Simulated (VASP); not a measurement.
Here is a VASP 6.6.1 calculation.

INCAR

```
SYSTEM = HfO2
ALGO = Normal ; EDIFF = 1E-7
ENCUT = 520 ; GGA = PE
ISIF = 2 ; ISMEAR = 0
LASPH = .True. ; LCHARG = .False.
LREAL = .False. ; LWAVE = .False.
NBANDS = 18 ; NELM = 100
PREC = Accurate ; SIGMA = 0.05
```

KPOINTS

```
k-points
0
Gamma
  8 8 8
  0 0 0
```

POSCAR

```
HfO2
1.0
   -0.0678547437      2.5154476817      2.5154476817
    2.5154476817     -0.0678547437      2.5154476817
    2.5154476817      2.5154476817     -0.0678547437
Hf O
1 2
Direct
    0.0000000000      0.0000000000      0.0000000000
    0.2500000000      0.2500000000      0.2500000000
    0.7500000000      0.7500000000      0.7500000000
```

Potentials or basis: VASP PAW PBE potentials, release 64 (Hf_pv, O).

Run with:

```console
$ cat potpaw_PBE.64/Hf_pv/POTCAR potpaw_PBE.64/O/POTCAR > POTCAR
$ mpirun -np 1 vasp_std > vasp.out
```

Task: Estimate the band gap on the k mesh.

Result: 3.77 eV, direct.

Task: What does it give for the largest force?

Result: 0.339 eV/Å.

Forces on the atoms (eV/Å):
```
Hf   0.000  0.000  0.000
O    0.196  0.196  0.196
O   -0.196 -0.196 -0.196
```

Caveat: spin-orbit coupling is left out, which moves the levels of the heavy elements. A k mesh can miss the band edges.
